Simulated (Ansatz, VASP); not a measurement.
**Mg in VASP and in Ansatz**

INCAR

```
PREC = Accurate
ENCUT = 520
EDIFF = 1E-7
ISMEAR = 0
SIGMA = 0.1
LREAL = F
LASPH = T
NELM = 60
ALGO = Normal
ISIF = 2
LWAVE = F
LCHARG = F
GGA = CA
NBANDS = 7
```

The input KPOINTS:

```
Automatic mesh
0
Gamma
  11 11 11
```

Contents of POSCAR:

```
Mg
1.0
   -1.7727644967      1.7727644967      1.7727644967
    1.7727644967     -1.7727644967      1.7727644967
    1.7727644967      1.7727644967     -1.7727644967
Mg
1
Direct
    0.0000000000      0.0000000000      0.0000000000
```

File input.yaml:

```yaml
crystal:
  lattice:
    - [-1.7727644967, 1.7727644967, 1.7727644967]
    - [1.7727644967, -1.7727644967, 1.7727644967]
    - [1.7727644967, 1.7727644967, -1.7727644967]
  atoms:
    - { symbol: Mg, position: [0.0, 0.0, 0.0] }
kpoints:
  mp_grid: { grid: [11, 11, 11] }
scf:
  occupations: { method: gaussian, width: 0.1 }
hamiltonian:
  xc: lda
  pseudopotentials: { kind: all_electron, lapw: { basis_error: 0.001 } }
output:
  forces: true
  stress: true
  eigenvalues: true
```

Alike in both runs: task single point; functional LDA; k mesh 11 × 11 × 11; occupations gaussian, width 0.1 eV; no spin polarisation.

|  | VASP | Ansatz |
| --- | --- | --- |
| version | VASP 6.6.1 | Ansatz 0.2.0 |
| potentials or method | VASP PAW LDA potentials, release 64 (Mg), cutoff 520 eV | all-electron LAPW, scalar-relativistic |

Ansatz gave:

* gap on the k mesh at the Fermi level (eV): none
* pressure (GPa): -1.3

Task: What did VASP give for the same quantities?

Result: gap on the k mesh at the Fermi level (eV): none; pressure (GPa): -1.6.

LDA's correlation is that of Perdew and Zunger in VASP and of Perdew and Wang (1992) in Ansatz. A gap of «none» marks a metal or a gap that the smearing closes. Ansatz ran all-electron here, and VASP with PAW potentials.
